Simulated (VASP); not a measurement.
# Al (I4/mmm) in VASP: single point with PBE

Aim: the single point of Al with PBE.

Program: VASP 6.6.1. These are calculated values, not measurements. Logs are shortened: lines on timing, memory, paths and dates and some standing lists are left out, and cuts for length are marked.

**1. The cell of the first run**

It takes space group I4/mmm (No. 139, tetragonal). The conventional cell has a = 2.831 Å, b = 2.831 Å, c = 4.113 Å, α = 90.00°, β = 90.00°, γ = 90.00°. Within 3.7 Å of Al (site symmetry 4/mmm) lie 12 Al at 2.83 to 2.87 Å.

**2. Single point, PBE**

INCAR reads:

```
SYSTEM = Al
PREC = Accurate
ENCUT = 500
EDIFF = 1E-6
ISMEAR = 0
SIGMA = 0.15
LREAL = .FALSE.
LASPH = .TRUE.
NELM = 120
ALGO = Normal
ISIF = 2
LWAVE = .FALSE.
LCHARG = .FALSE.
GGA = PE
NBANDS = 8
GGA_COMPAT = .FALSE.
```

KPOINTS reads:

```
regular mesh
0
G
  22 22 22
  0 0 0
```

POSCAR reads:

```
Al
1.0
   -1.4152789889      1.4152789889      2.0564003709
    1.4152789889     -1.4152789889      2.0564003709
    1.4152789889      1.4152789889     -2.0564003709
Al
1
Direct
    0.0000000000      0.0000000000      0.0000000000
```

Potentials or basis: VASP PAW PBE potentials, release 64 (Al).

The run is started by

```bash
$ cat potpaw_PBE.64/Al/POTCAR > POTCAR
$ mpirun -np 1 vasp_std > vasp.out
```

OUTCAR:

```text
SYSTEM = Al
   PREC = Accurate
   ENCUT = 500
   EDIFF = 1E-6
   ISMEAR = 0
   LREAL = .FALSE.
   LASPH = .TRUE.
   NELM = 120
   ISIF = 2
   GGA = PE

 ion  position               nearest neighbor table
   1  0.000  0.000  0.000-

  LATTYP: Found a body centered tetragonal cell.
 ALAT       =     2.8305579778
 C/A-ratio  =     1.4530000000

  Lattice vectors:

 A1 = (  -1.4152789889,   1.4152789889,   2.0564003709)
 A2 = (   1.4152789889,  -1.4152789889,   2.0564003709)
 A3 = (   1.4152789889,   1.4152789889,  -2.0564003709)

Analysis of symmetry for initial positions (statically):
=====================================================================
 Subroutine PRICEL returns:
 Original cell was already a primitive cell.

 Routine SETGRP: Setting up the symmetry group for a
 body centered tetragonal supercell.

 Subroutine GETGRP returns: Found 16 space group operations
 (whereof 16 operations were pure point group operations)
 out of a pool of 16 trial point group operations.

The static configuration has the point symmetry D_4h.

Analysis of symmetry for dynamics (positions and initial velocities):
=====================================================================
 Subroutine PRICEL returns:
 Original cell was already a primitive cell.

 Routine SETGRP: Setting up the symmetry group for a
 body centered tetragonal supercell.

 Subroutine GETGRP returns: Found 16 space group operations
 (whereof 16 operations were pure point group operations)
 out of a pool of 16 trial point group operations.

The dynamic configuration has the point symmetry D_4h.

 Subroutine INISYM returns: Found 16 space group operations
 (whereof 16 operations are pure point group operations),
 and found     1 'primitive' translations

----------------------------------------------------------------------------------------

                                     Primitive cell

  volume of cell :      16.4760

  direct lattice vectors                    reciprocal lattice vectors
    -1.415278989  1.415278989  2.056400371     0.000000000  0.353287234  0.243143313
     1.415278989 -1.415278989  2.056400371     0.353287234  0.000000000  0.243143313
     1.415278989  1.415278989 -2.056400371     0.353287234  0.353287234  0.000000000

  length of vectors
     2.869636165  2.869636165  2.869636165     0.428871241  0.428871241  0.499623598

  position of ions in fractional coordinates (direct lattice)
     0.000000000  0.000000000  0.000000000

  ion indices of the primitive-cell ions
   primitive index   ion index
                 1           1

[... 78 lines left out ...]
   ISYM   =      2    0-nonsym 1-usesym 2-fastsym
   POTIM  = 0.5000    time-step for ionic-motion
   TEBEG  =    0.0;   TEEND  =   0.0 temperature during run
   PSTRESS=    0.0 pullay stress
   NELECT =       3.0000    total number of electrons
   NUPDOWN=      -1.0000    fix difference up-down
   EMIN   =  10.00;   EMAX   =-10.00  energy-range for DOS
   EFERMI =   0.00;   METHOD = LEGACY
   ISMEAR =     0;   SIGMA  =   0.15  broadening in eV -4-tet -1-fermi 0-gaus
   EFERMI_NEDOS =   21; number of points for ismear=-14 and -15
   IALGO  =     38    algorithm
   IMIX   =      4    mixing-type and parameters
     AMIX     =   0.40;   BMIX     =  1.00
     AMIX_MAG =   1.60;   BMIX_MAG =  1.00
  volume/ion in A,a.u.               =      16.48       111.19
  Fermi-wavevector in a.u.,A,eV,Ry     =   0.927893  1.753464 11.714423  0.860986
  Thomas-Fermi vector in A             =   2.054012
   LORBIT       =      0    0 simple, 1 ext, 2 COOP (PROOUT), +10 PAW based schemes
   GGA     = PE    functional components
   LHFCALC =     F    Hartree Fock is set to
   AEXX    =    0.0000 exact exchange contribution
   IVDW    =     0    specifies the selected vdW correction
   LEPSILON=     F    determine dielectric tensor
   LRPA    =     F    only Hartree local field effects (RPA)
 non-spin polarized calculation
 Gauss-broadening in eV      SIGMA  =   0.15
  energy-cutoff  :      500.00
  volume of cell :       16.48
 maximum number of plane-waves:       435
 NGX is ok and might be reduce to    24
   NGX = 11   NGY = 11   NGZ = 11

 number of electron       3.0000000 magnetization

 Free energy of the ion-electron system (eV)
  ---------------------------------------------------
  ext. energy  EPLUGINS =         0.00000000
  ---------------------------------------------------
  free energy    TOTEN  =        -3.74750338 eV

  energy without entropy =       -3.74294413  energy(sigma->0) =       -3.74522375

 E-fermi :   8.0023     XC(G=0): -10.2018

 val. band max:        8.0018251794   @ k =  -0.4091  -0.4545   0.2273
 cond. band min:       8.0202481939   @ k =  -0.1364  -0.4091   0.1364
 fundamental gap:      0.0184230145
 Fermi energy:         8.0022566250

 k-point     1 :       0.0000    0.0000    0.0000
  band No.  band energies     occupation
      1      -3.1290      2.00000
      2      20.4529      0.00000
      3      20.7515      0.00000
      4      20.7515      0.00000
      5      22.1229      0.00000
      6      22.1229      0.00000
      7      22.2043      0.00000
      8      24.5032      0.00000
[... 243 lines left out ...]
 k-point    24 :      -0.4545    0.0455    0.0000
  band No.  band energies     occupation
      1       2.0941      2.00000
      2       5.2291      2.00000
      3      17.9439      0.00000
      4      18.9535      0.00000
      5      19.5077      0.00000
      6      20.8021      0.00000
      7      23.5938      0.00000
      8      24.2758      0.00000

 [... further k-points ...]

------------------------ aborting loop because EDIFF is reached ----------------------------------------

  FORCE on cell =-STRESS in cart. coord.  units (eV):
  Direction    XX          YY          ZZ          XY          YZ          ZX
  --------------------------------------------------------------------------------------
  -------------------------------------------------------------------------------------
  Total        0.0753507      0.0753507     -0.1213173      0.0000000     -0.0000000      0.0000000
  in kB        7.3273377      7.3273377    -11.7972666      0.0000000     -0.0000000      0.0000000
  external PRESSURE =       0.9524696 kB  Pullay stress =       0.0000000 kB

 VOLUME and BASIS-vectors are now :
 -----------------------------------------------------------------------------
  energy-cutoff  :      500.00
  volume of cell :       16.48
      direct lattice vectors                 reciprocal lattice vectors
    -1.415278989  1.415278989  2.056400371     0.000000000  0.353287234  0.243143313
     1.415278989 -1.415278989  2.056400371     0.353287234  0.000000000  0.243143313
     1.415278989  1.415278989 -2.056400371     0.353287234  0.353287234  0.000000000

 POSITION                                       TOTAL-FORCE (eV/Angst)
 -----------------------------------------------------------------------------------
      0.00000      0.00000      0.00000         0.000000      0.000000      0.000000
 -----------------------------------------------------------------------------------
    total drift:                                0.000000      0.000000      0.000000

  FREE ENERGIE OF THE ION-ELECTRON SYSTEM (eV)
  ---------------------------------------------------
  free  energy   TOTEN  =        -3.7475033798 eV

  energy  without entropy=       -3.7429441290  energy(sigma->0) =       -3.74522375
```

OSZICAR:

```text
N       E                     dE             d eps       ncg     rms          rms(c)
DAV:   1    -0.241220558235E+01   -0.24122E+01   -0.83619E+02 13416   0.195E+02
DAV:   2    -0.376297538012E+01   -0.13508E+01   -0.12857E+01 18568   0.182E+01
DAV:   3    -0.376995099577E+01   -0.69756E-02   -0.69689E-02 17552   0.144E+00
DAV:   4    -0.376996820993E+01   -0.17214E-04   -0.17214E-04 20584   0.619E-02
DAV:   5    -0.376996825398E+01   -0.44051E-07   -0.43764E-07 17760   0.175E-03    0.131E+00
DAV:   6    -0.375698800249E+01    0.12980E-01   -0.16462E-03 17712   0.193E-01    0.759E-01
DAV:   7    -0.374750998659E+01    0.94780E-02   -0.49439E-03 17128   0.313E-01    0.147E-01
DAV:   8    -0.374750527563E+01    0.47110E-05   -0.13609E-05 19128   0.264E-02    0.838E-03
DAV:   9    -0.374750373310E+01    0.15425E-05   -0.83227E-07 19088   0.401E-03    0.687E-04
DAV:  10    -0.374750337978E+01    0.35332E-06   -0.34973E-09 11856   0.417E-04
   1 F= -.37475034E+01 E0= -.37452238E+01  d E =-.455925E-02
```

Run time: 26 s. Hardware: 1 thread of Intel Xeon 6975P-C (Granite Rapids), shared host; peak memory 0.2 GiB.

What came out:

```yaml
Free_energy: -3.7475 eV
Pressure: 0.1 GPa
Band_gap_on_the_k_mesh: zero (an odd number of electrons rules out a gap without spin polarisation)
```
